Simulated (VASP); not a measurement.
ZnI4F2: single point with PBE

The system is ZnI4F2.

```
CELL_PARAMETERS angstrom
0.00000 6.13613 0.00000
6.13613 0.00000 0.00000
3.06806 3.06806 -6.13564
ATOMIC_POSITIONS crystal
Zn 0.00000 0.00000 0.00000
F 0.50000 0.50000 0.00000
F 0.75000 0.25000 0.50000
I 0.37000 0.39000 0.74000
I 0.61000 0.11000 0.26000
I 0.89000 0.87000 0.74000
I 0.13000 0.63000 0.26000
```

```
Program                : VASP 6.6.1
Task                   : single point
Functional             : PBE
Potentials or basis    : VASP PAW PBE potentials, release 64 (Zn, F, I)
Cutoff                 : 520 eV
k mesh                 : 6 × 6 × 6
Occupations            : fermi-dirac, width 0.1 eV
Spin                   : no spin polarisation
Dipole correction      : no
Further INCAR settings : ALGO = Normal; EDIFF = 1e-06; NBANDS = 36
```

- Pressure: -0.5 GPa
- Largest force: 0.509 eV/Å
- Band gap on the k mesh: zero (bands 27 and 28 overlap by 0.05 eV)

Forces in eV/Å, atoms in the order of the input:
```
Zn   0.000  0.000  0.000
F    0.000  0.000  0.000
F    0.000  0.000  0.000
I   -0.158 -0.441 -0.200
I   -0.441  0.158  0.200
I    0.158  0.441 -0.200
I    0.441 -0.158  0.200
```

Stress tensor (GPa, compression positive):
```
-0.80  0.00  0.00
 0.00 -0.80  0.00
 0.00  0.00  0.23
```

Levels at points of the mesh, in eV from the Fermi level:
```tsv
k point	band 24	band 25	band 26	band 27	band 28	band 29	band 30	band 31
(0.00, 0.00, 0.00)	-0.82	-0.16	-0.14	-0.14	0.22	0.22	2.91	4.92
(0.50, 0.00, 0.00)	-0.75	-0.56	-0.27	-0.12	0.10	0.12	3.46	5.68
(0.50, 0.50, 0.00)	-0.47	-0.28	0.01	0.05	0.09	0.10	3.07	5.84
(0.00, 0.00, 0.50)	-0.66	-0.31	-0.25	-0.25	0.27	0.27	2.83	4.89
```

Wall time 4.6 min on 1 thread of Intel(R) Xeon(R) Platinum 8259CL CPU @ 2.50GHz (Skylake/Cascade Lake), on a shared host, peak memory 0.51 GiB.

Caveat: spin-orbit coupling is left out, which moves the levels of the heavy elements.
